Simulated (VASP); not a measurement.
The system is TePb.

```xyz
2
Lattice="0.0000 3.2310 3.2310 3.2310 0.0000 3.2310 3.2310 3.2310 0.0000" Properties=species:S:1:pos:R:3 pbc="T T T"
Pb    0.0000    0.0000    0.0000
Te    3.2310    3.2310    3.2310
```

- Program: VASP 6.6.1
- Task: relaxation of cell and atoms
- Functional: PBEsol
- Dispersion: D3(BJ)
- Potentials or basis: VASP PAW PBE potentials, release 64 (Pb_d, Te)
- Cutoff: 600 eV
- k mesh: 7 × 7 × 7
- Occupations: fermi-dirac, width 0.05 eV
- Spin: no spin polarisation

At the start: pressure -2.3 GPa; volume 33.73 Å³/atom.

Task: How do energy, volume and symmetry change on relaxing?

Result: Over 3 steps the energy falls by 13.2 meV/atom and the volume is 32.00 Å³/atom (-5.1 %); space group Fm-3m (No. 225, to 0.05 Å).

Step by step:
```
step  energy change (eV)  largest force (eV/Å)  pressure (GPa)  volume (Å³)
   1              0.0000                0.0000           -2.32        67.46
   2             -0.0227                0.0000            1.00        62.79
   3             -0.0264                0.0000            0.01        64.00
```

Final structure:
```xyz
2
Lattice="0.0000 3.1748 3.1748 3.1748 0.0000 3.1748 3.1748 3.1748 0.0000" Properties=species:S:1:pos:R:3 pbc="T T T"
Pb    0.0000    0.0000    0.0000
Te    3.1748    3.1748    3.1748
```

Caveat: the PAW data sets were made with another functional, which shifts forces and pressure a little.
